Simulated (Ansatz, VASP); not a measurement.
# One calculation of LiF, two programs

```xyz
4
Lattice="3.3176 0.0000 0.0000 -1.6588 2.8731 0.0000 0.0000 0.0000 5.0480" Properties=species:S:1:pos:R:3 pbc="T T T"
Li    0.0000    1.9154    1.9237
Li    1.6588    0.9577    4.4477
F     0.0000    1.9154    5.0173
F     1.6588    0.9577    2.4933
```

Alike in both runs: task single point; functional PBE; k mesh 9 × 9 × 6; occupations gaussian, width 0.05 eV; no spin polarisation.

|  | VASP | Ansatz |
| --- | --- | --- |
| version | VASP 6.6.1 | Ansatz 0.2.0 |
| potentials or method | VASP PAW PBE potentials, release 64 (Li_sv, F), cutoff 520 eV | scalar-relativistic, plane waves, PAW |
| valence electrons in the cell | 20 | 20 |

```tsv
	VASP	Ansatz	Ansatz less VASP
gap on the k mesh at the Fermi level (eV)	6.86	6.86	+0.007
least direct gap on the mesh (eV)	6.86	6.86	+0.007
rms of the force components (eV/Å)	0.011	0.010	-0.0019
```

Atom by atom the forces differ by 0.002 eV/Å (rms over components).

Noted on VASP's run: the cutoff is short for stress, so the pressure is rough.
